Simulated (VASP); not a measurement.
# Sb in VASP: single point with PBE

Aim: the single point of Sb with PBE.

Everything below comes from runs of VASP 6.6.1. Logs are shortened: lines on timing, memory, paths and dates and some standing lists are left out, and cuts for length are marked.

## (1) The cell of the first run

The typed cell holds 1 atom: a = 3.109 Å, b = 3.109 Å, c = 3.110 Å, α = 90.00°, β = 90.00°, γ = 90.00°.

This isn't the form of Sb at room conditions, which is rhombohedral.

## (2) Single point, PBE, non-collinear spin, zero start, spin-orbit coupling

Input file POSCAR:

```
Sb
1.0
    3.1094508513      0.0000000000      0.0000000000
    0.0000000000      3.1094508513      0.0000000000
    0.0000000000      0.0000000000      3.1098398263
Sb
1
Direct
    0.0000000000      0.0000000000      0.5000000000
```

Input file INCAR.step1:

```
SYSTEM = Sb
  PREC = Accurate
  ENCUT = 400
  EDIFF = 1E-6
  ISMEAR = 0
  SIGMA = 0.1
  LREAL = .FALSE.
  LASPH = .TRUE.
  NELM = 200
  ALGO = Normal
  ISIF = 2
  LWAVE = .FALSE.
  LCHARG = .TRUE.
  LNONCOLLINEAR = .TRUE.
  MAGMOM = 0 0 0
  LSORBIT = .TRUE.
  GGA_COMPAT = .FALSE.
  LORBMOM = .TRUE.
  GGA = PE
  NBANDS = 16
  NEDOS = 2001
  LORBIT = 11
```

Input file KPOINTS.step1:

```
regular mesh
0
G
  18 18 18
  0 0 0
```

Input file INCAR.step2:

```
SYSTEM = Sb
  PREC = Accurate
  ENCUT = 400
  EDIFF = 1E-6
  ISMEAR = -5
  SIGMA = 0.1
  LREAL = .FALSE.
  LASPH = .TRUE.
  NELM = 200
  ALGO = Normal
  ISIF = 2
  LWAVE = .FALSE.
  LCHARG = .FALSE.
  LNONCOLLINEAR = .TRUE.
  MAGMOM = 0 0 0
  LORBIT = 11
  LSORBIT = .TRUE.
  GGA_COMPAT = .FALSE.
  LORBMOM = .TRUE.
  GGA = PE
  NBANDS = 16
  NEDOS = 1001
  ICHARG = 11
```

Input file KPOINTS.step2:

```
regular mesh
0
G
  27 27 27
  0 0 0
```

Potentials or basis: VASP PAW PBE potentials, release 64 (Sb).

On the command line:

```
> cat potpaw_PBE.64/Sb/POTCAR > POTCAR
> cp INCAR.step1 INCAR
> cp KPOINTS.step1 KPOINTS
> mpirun -np 1 vasp_ncl > vasp.out
> cp INCAR.step2 INCAR
> cp KPOINTS.step2 KPOINTS
> mpirun -np 1 vasp_ncl > vasp.out
```

OUTCAR:

```text
SYSTEM = Sb
   PREC = Accurate
   ENCUT = 400
   EDIFF = 1E-6
   ISMEAR = -5
   LREAL = .FALSE.
   LASPH = .TRUE.
   NELM = 200
   ISIF = 2
   LNONCOLLINEAR = .TRUE.
   LORBIT = 11
   LSORBIT = .TRUE.
   GGA = PE
   ICHARG = 11

 ion  position               nearest neighbor table
   1  0.000  0.000  0.500-

  LATTYP: Found a simple tetragonal cell.
 ALAT       =     3.1094508513
 C/A-ratio  =     1.0001250944

  Lattice vectors:

 A1 = (   3.1094508513,   0.0000000000,   0.0000000000)
 A2 = (   0.0000000000,   3.1094508513,   0.0000000000)
 A3 = (   0.0000000000,   0.0000000000,   3.1098398263)

Analysis of symmetry for initial positions (statically):
=====================================================================
 Subroutine PRICEL returns:
 Original cell was already a primitive cell.

 Routine SETGRP: Setting up the symmetry group for a
 simple tetragonal supercell.

 Subroutine GETGRP returns: Found 16 space group operations
 (whereof 16 operations were pure point group operations)
 out of a pool of 16 trial point group operations.

The static configuration has the point symmetry D_4h.

Analysis of symmetry for dynamics (positions and initial velocities):
=====================================================================
 Subroutine PRICEL returns:
 Original cell was already a primitive cell.

 Routine SETGRP: Setting up the symmetry group for a
 simple tetragonal supercell.

 Subroutine GETGRP returns: Found 16 space group operations
 (whereof 16 operations were pure point group operations)
 out of a pool of 16 trial point group operations.

The dynamic configuration has the point symmetry D_4h.

Analysis of structural, dynamic, and magnetic symmetry:
=====================================================================
 Subroutine PRICEL returns:
 Original cell was already a primitive cell.

 Routine SETGRP: Setting up the symmetry group for a
 simple tetragonal supercell.

 Subroutine GETGRP returns: Found 16 space group operations
 (whereof 16 operations were pure point group operations)
 out of a pool of 16 trial point group operations.

The overall configuration has the point symmetry D_4h.

 Subroutine INISYM returns: Found 16 space group operations
 (whereof 16 operations are pure point group operations),
 and found     1 'primitive' translations

----------------------------------------------------------------------------------------

                                     Primitive cell

  volume of cell :      30.0681

  direct lattice vectors                    reciprocal lattice vectors
     3.109450851  0.000000000  0.000000000     0.321600195  0.000000000  0.000000000
     0.000000000  3.109450851  0.000000000     0.000000000  0.321600195  0.000000000
     0.000000000  0.000000000  3.109839826     0.000000000  0.000000000  0.321559970

  length of vectors
     3.109450851  3.109450851  3.109839826     0.321600195  0.321600195  0.321559970

  position of ions in fractional coordinates (direct lattice)
     0.000000000  0.000000000  0.500000000

  ion indices of the primitive-cell ions
   primitive index   ion index
                 1           1

----------------------------------------------------------------------------------------

 KPOINTS: regular mesh

Automatic generation of k-mesh.
 Grid dimensions read from file:
 generate k-points for:   27   27   27

 Generating k-lattice:

  Cartesian coordinates                     Fractional coordinates (reciprocal lattice)
     0.011911118  0.000000000  0.000000000     0.037037037  0.000000000  0.000000000
     0.000000000  0.011911118  0.000000000     0.000000000  0.037037037  0.000000000
     0.000000000  0.000000000  0.011909629     0.000000000  0.000000000  0.037037037

  Length of vectors
     0.011911118  0.011911118  0.011909629

  Shift w.r.t. Gamma in fractional coordinates (k-lattice)
[... 42 lines left out ...]
   NGX,Y,Z   is equivalent  to a cutoff of  10.69, 10.69, 10.69 a.u.
   NGXF,Y,Z  is equivalent  to a cutoff of  21.39, 21.39, 21.38 a.u.
 SYSTEM =  Sb
   PREC   = accura    normal or accurate (medium, high low for compatibility)
   ISTART =      0    job   : 0-new  1-cont  2-samecut
   ICHARG =     11    charge: 1-file 2-atom 10-const
   ISPIN  =      1    spin polarized calculation?
   LNONCOLLINEAR =      T non collinear calculations
   LSORBIT =      T    spin-orbit coupling
   LASPH  =      T    aspherical Exc in radial PAW
   ENCUT  =  400.0 eV  29.40 Ry    5.42 a.u.   5.07  5.07  5.07*2*pi/ulx,y,z
   NELM   =    200;   NELMIN=  2; NELMDL=  0     # of ELM steps
   EDIFF  = 0.1E-05   stopping-criterion for ELM
   LREAL  =      F    real-space projection
[... 7 lines left out ...]
   TEBEG  =    0.0;   TEEND  =   0.0 temperature during run
   PSTRESS=    0.0 pullay stress
   NELECT =       5.0000    total number of electrons
   NUPDOWN=      -1.0000    fix difference up-down
   EMIN   =  10.00;   EMAX   =-10.00  energy-range for DOS
   EFERMI =   0.00;   METHOD = LEGACY
   ISMEAR =    -5;   SIGMA  =   0.10  broadening in eV -4-tet -1-fermi 0-gaus
   EFERMI_NEDOS =   21; number of points for ismear=-14 and -15
   IALGO  =     38    algorithm
   IMIX   =      4    mixing-type and parameters
     AMIX     =   0.40;   BMIX     =  1.00
     AMIX_MAG =   1.60;   BMIX_MAG =  1.00
  volume/ion in A,a.u.               =      30.07       202.91
  Fermi-wavevector in a.u.,A,eV,Ry     =   0.900250  1.701225 11.026837  0.810450
  Thomas-Fermi vector in A             =   2.023184
   LORBIT       =     11    0 simple, 1 ext, 2 COOP (PROOUT), +10 PAW based schemes
   GGA     = PE    functional components
   LHFCALC =     F    Hartree Fock is set to
   AEXX    =    0.0000 exact exchange contribution
   IVDW    =     0    specifies the selected vdW correction
   LEPSILON=     F    determine dielectric tensor
   LRPA    =     F    only Hartree local field effects (RPA)
 Fermi weights with tetrahedron method with Bloechl corrections
  energy-cutoff  :      400.00
  volume of cell :       30.07
 maximum number of plane-waves:      1112

 number of electron       4.9999998 magnetization      -0.0000000      0.0000000     -0.0000000

 Free energy of the ion-electron system (eV)
  ---------------------------------------------------
  ext. energy  EPLUGINS =         0.00000000
  ---------------------------------------------------
  free energy    TOTEN  =        -4.15948643 eV

  energy without entropy =       -4.15948643  energy(sigma->0) =       -4.15948643

 E-fermi :   7.0272     XC(G=0):  -9.5866

 val. band max:        7.0619196471   @ k =   0.1852   0.1852   0.1852
 cond. band min:       6.9415637880   @ k =   0.2222   0.1481   0.2222
 fundamental gap:     -0.1203558591
 Fermi energy:         7.0271672032

 k-point     1 :       0.0000    0.0000    0.0000
  band No.  band energies     occupation
      1      -5.2817      1.00000
      2      -5.2817      1.00000
      3       9.6830      0.00000
      4       9.6830      0.00000
      5      10.5720      0.00000
      6      10.5720      0.00000
[... 433 lines left out ...]
      3       2.7051      1.00000
      4       2.7051      1.00000
      5      11.3345      0.00000
      6      11.3345      0.00000
[... 8 lines left out ...]
     15      19.2544      0.00000
     16      19.2544      0.00000

 [... further k-points ...]

------------------------ aborting loop because EDIFF is reached ----------------------------------------

  FORCE on cell =-STRESS in cart. coord.  units (eV):
  Direction    XX          YY          ZZ          XY          YZ          ZX
  --------------------------------------------------------------------------------------
  -------------------------------------------------------------------------------------
  Total        0.0013422      0.0013422     -0.0013892      0.0000000     -0.0000000      0.0000000
  in kB        0.0715217      0.0715217     -0.0740246      0.0000000     -0.0000000      0.0000000
  external PRESSURE =       0.0230063 kB  Pullay stress =       0.0000000 kB

 VOLUME and BASIS-vectors are now :
 -----------------------------------------------------------------------------
  energy-cutoff  :      400.00
  volume of cell :       30.07
      direct lattice vectors                 reciprocal lattice vectors
     3.109450851  0.000000000  0.000000000     0.321600195  0.000000000  0.000000000
     0.000000000  3.109450851  0.000000000     0.000000000  0.321600195  0.000000000
     0.000000000  0.000000000  3.109839826     0.000000000  0.000000000  0.321559970

 POSITION                                       TOTAL-FORCE (eV/Angst)
 -----------------------------------------------------------------------------------
      0.00000      0.00000      1.55492         0.000000      0.000000      0.000000
 -----------------------------------------------------------------------------------
    total drift:                               -0.000000     -0.000000      0.000000

  FREE ENERGIE OF THE ION-ELECTRON SYSTEM (eV)
  ---------------------------------------------------
  free  energy   TOTEN  =        -4.1594864284 eV

  energy  without entropy=       -4.1594864284  energy(sigma->0) =       -4.15948643

 orbital moment (x)

 # of ion     p       d       tot
 ----------------------------------------
  1        -0.000   0.000  -0.000
 ----------------------------------------
           -0.000   0.000  -0.000

 orbital moment (y)

 # of ion     p       d       tot
 ----------------------------------------
  1         0.000   0.000   0.000
 ----------------------------------------
            0.000   0.000   0.000

 orbital moment (z)

 # of ion     p       d       tot
 ----------------------------------------
  1         0.000  -0.000  -0.000
 ----------------------------------------
            0.000  -0.000  -0.000

 Spin-Orbit-Coupling matrix elements

 Ion:    1  E_soc:     -0.1382233
 l=   1
     0.0000000    -0.0229297    -0.0229278
    -0.0229297     0.0000000    -0.0229297
    -0.0229278    -0.0229297     0.0000000
 l=   2
     0.0000000    -0.0000150     0.0000000    -0.0000150    -0.0000932
    -0.0000150     0.0000000    -0.0000698    -0.0000150    -0.0000233
     0.0000000    -0.0000698     0.0000000    -0.0000698     0.0000000
    -0.0000150    -0.0000150    -0.0000698     0.0000000    -0.0000233
    -0.0000932    -0.0000233     0.0000000    -0.0000233     0.0000000
 l=   3
     0.0000000     0.0000000     0.0000000     0.0000000     0.0000000     0.0000000     0.0000000
     0.0000000     0.0000000     0.0000000     0.0000000     0.0000000     0.0000000     0.0000000
     0.0000000     0.0000000     0.0000000     0.0000000     0.0000000     0.0000000     0.0000000
     0.0000000     0.0000000     0.0000000     0.0000000     0.0000000     0.0000000     0.0000000
     0.0000000     0.0000000     0.0000000     0.0000000     0.0000000     0.0000000     0.0000000
     0.0000000     0.0000000     0.0000000     0.0000000     0.0000000     0.0000000     0.0000000
     0.0000000     0.0000000     0.0000000     0.0000000     0.0000000     0.0000000     0.0000000

 total charge

# of ion       s       p       d       tot
------------------------------------------
    1        1.213   1.120   0.035   2.368

 magnetization (x)

# of ion       s       p       d       tot
------------------------------------------
    1        0.000   0.000   0.000   0.000

 magnetization (y)

# of ion       s       p       d       tot
------------------------------------------
    1        0.000   0.000   0.000   0.000

 magnetization (z)

# of ion       s       p       d       tot
------------------------------------------
    1       -0.000  -0.000  -0.000  -0.000
```

Run time: 8.5 min. Hardware: 1 thread of AMD EPYC 7R13, shared host; peak memory 0.7 GiB.

Results:

```
Net moment                                            : 0.00 μB per cell
Valence electrons inside the program's atomic spheres : Sb 2.37
```

Moments on the atoms (μB; x, y, z):
```
Sb  0.00 0.00 0.00
```
